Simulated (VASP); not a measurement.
MgZn2O3:

```xyz
6
Lattice="3.0526 0.0000 0.0000 -1.5263 2.6436 0.0000 0.0000 0.0000 7.4520" Properties=species:S:1:pos:R:3 pbc="T T T"
Mg    0.0000    0.0000    0.0000
Zn    0.0000    1.7624    4.9811
Zn    1.5263    0.8812    2.4710
O     0.0000    1.7624    1.1975
O     1.5263    0.8812    6.2545
O     0.0000    0.0000    3.7260
```

```yaml
Program: VASP 6.6.1
Task: relaxation of cell and atoms
Functional: PBEsol
Potentials_or_basis: VASP PAW PBE potentials, release 64 (Mg, Zn, O)
Cutoff: 600 eV
k_mesh: 12 × 12 × 4
Occupations: gaussian, width 0.01 eV
Spin: no spin polarisation
```

At the start: pressure -7.0 GPa; volume 10.02 Å³/atom.

**Question.** How do energy, volume and symmetry change on relaxing?

**Answer.** Over 13 steps the energy falls by 9.6 meV/atom and the volume is 9.60 Å³/atom (-4.2 %); space group P-3m1 (No. 164, to 0.1 Å) before and after.

Step by step:
| step | energy change (eV) | largest force (eV/Å) | pressure (GPa) | volume (Å³) |
| --- | --- | --- | --- | --- |
| 1 | 0.0000 | 0.0776 | -7.01 | 60.14 |
| 2 | -0.0427 | 0.0500 | 4.13 | 56.40 |
| 3 | -0.0575 | 0.0092 | 0.03 | 57.61 |
| 4 | -0.0574 | 0.0103 | -0.12 | 57.66 |
| 5 | -0.0575 | 0.0020 | -0.21 | 57.66 |
| 6 | -0.0575 | 0.0051 | -0.19 | 57.66 |
| 7 | -0.0575 | 0.0053 | -0.15 | 57.64 |
| 8 | -0.0575 | 0.0052 | 0.06 | 57.56 |
| 9 | -0.0575 | 0.0050 | 0.12 | 57.59 |
| 10 | -0.0575 | 0.0051 | 0.04 | 57.61 |
| 11 | -0.0575 | 0.0051 | -0.06 | 57.62 |
| 12 | -0.0575 | 0.0056 | 0.01 | 57.62 |
| 13 | -0.0575 | 0.0050 | -0.05 | 57.62 |

Final structure:
```yaml
crystal:
  lattice:
    - [3.01074, 0.00000, 0.00000]
    - [-1.50537, 2.60737, 0.00000]
    - [0.00000, 0.00000, 7.33972]
  atoms:
    - { symbol: Mg, position: [0.00000, 0.00000, 0.00000] }
    - { symbol: Zn, position: [0.33333, 0.66667, 0.66859] }
    - { symbol: Zn, position: [0.66667, 0.33333, 0.33141] }
    - { symbol: O, position: [0.33333, 0.66667, 0.16099] }
    - { symbol: O, position: [0.66667, 0.33333, 0.83901] }
    - { symbol: O, position: [0.00000, 0.00000, 0.50000] }
```

Caveat: the PAW data sets were made with another functional, which shifts forces and pressure a little.
